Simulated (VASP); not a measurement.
Input of a VASP 6.6.1 run:

INCAR

```
SYSTEM = H6C3O
PREC = Accurate ; ENCUT = 520
EDIFF = 1E-6 ; ISMEAR = -1
SIGMA = 0.05 ; LREAL = Auto
LASPH = .TRUE. ; NELM = 80
ALGO = Normal ; ISIF = 2
LWAVE = .FALSE. ; LCHARG = .FALSE.
GGA = PE ; NBANDS = 57
```

The input KPOINTS:

```
Automatic mesh
0
G
  1 1 1
  0 0 0
```

The input POSCAR:

```
H6C3O
1.0
    7.6630940000      0.0000000000      0.0000000000
    0.0000000000      7.6630940000      0.0000000000
    0.0000000000      0.0000000000      7.6630940000
O C H
3 9 18
Direct
    0.1654553631      0.0151244393      0.4103172948
    0.6848930732      1.0728303737      0.5718447405
    0.9451795841      0.5576337704      0.4080727706
    0.2821314733      0.0648954587      0.3313805103
    0.6919789839      1.0226939667      0.4316272252
    0.8718932588      0.4394830600      0.3540345453
    0.1205909780      0.2496772191      0.9939457874
    0.2899612089      0.2846108895      0.8820327664
    0.4335455105      0.6479758698      0.2026596568
    0.4276079610      0.6115284505      0.3914737311
    0.9727533030      0.8186641062      0.9107548465
    0.8727675793      0.6804562230      0.8192774355
    0.0849917801      0.3445605652      1.0958889451
    0.0141848710      0.2222731445      0.9036167376
    0.1333403975      0.1259021487      1.0703118088
    0.3222458187      0.1879919521      0.7808856318
    0.2645928655      0.4068200129      0.8151407251
    0.4000081429      0.2984956207      0.9672202899
    0.5689999366      0.6279186971      0.1526667949
    0.3435557492      0.5741414630      0.1194034681
    0.4259376174      0.7870841725      0.1836073001
    0.5486948222      0.6362312664      0.4659867150
    0.3405152018      0.7121144540      0.4546205488
    0.3713252115      0.4847650309      0.4215529654
    1.0624168254      0.7746740416      1.0149164293
    1.0432992209      0.9089279082      0.8100122483
    0.8764084063      0.8970528092      0.9775946896
    0.7935176053      0.7281654120      0.7042847184
    0.9598603384      0.5723797725      0.7683711044
    0.7859749600      0.6238733337      0.9152308454
```

Potentials or basis: VASP PAW PBE potentials, release 64 (O, C, H).

Launch:

```sh
$ cat potpaw_PBE.64/O/POTCAR potpaw_PBE.64/C/POTCAR potpaw_PBE.64/H/POTCAR > POTCAR
$ mpirun -np 1 vasp_gam > vasp.out
```

(1) Predict the largest force.

(2) Estimate the pressure.

Results:

(1) 2.605 eV/Å.

(2) 0.3 GPa.

Caveat: the k points lie up to 0.82 Å⁻¹ apart; the atoms stand as in a frame of molecular dynamics.
